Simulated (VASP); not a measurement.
## Cr: single point with RPBE

Cr:

```
CELL_PARAMETERS angstrom
2.25766 0.00000 0.00000
0.00000 2.25766 0.00000
0.00000 0.00000 2.25766
ATOMIC_POSITIONS crystal
Cr 0.00000 0.00000 0.00000
```

This cell differs from its parent crystal: volume scaled by 0.88.

```yaml
Program: VASP 6.6.1
Task: single point
Functional: RPBE
Potentials_or_basis: VASP PAW PBE potentials, release 64 (Cr_pv)
Cutoff: 520 eV
k_mesh: 15 × 15 × 15
Occupations: fermi-dirac, width 0.05 eV
Spin: collinear spin, ferromagnetic start
Starting_moments: "[1.5] μB"
```

The pressure is 30.5 GPa, the band gap on the k mesh is zero (filled and empty bands overlap) and the net moment is 0.00 μB per cell. The valence electrons inside the program's atomic spheres are Cr 11.31.

Levels at points of the mesh, in eV from the Fermi level:
Spin up:
```
           k point  band 4  band 5  band 6  band 7  band 8  band 9
(0.00, 0.00, 0.00)   -7.73   -3.64   -3.64    2.86    2.86    2.86
```
Spin down:
| k point | band 4 | band 5 | band 6 | band 7 | band 8 | band 9 |
| --- | --- | --- | --- | --- | --- | --- |
| (0.00, 0.00, 0.00) | -7.73 | -3.64 | -3.64 | 2.86 | 2.86 | 2.86 |

Run time: 68 s on 1 thread of Intel Xeon 8259CL, on a shared host, peak memory 0.15 GiB.

Caveat: the starting moments collapsed, and a magnetic state may lie lower; the PAW data sets were made with another functional, which shifts forces and pressure a little.
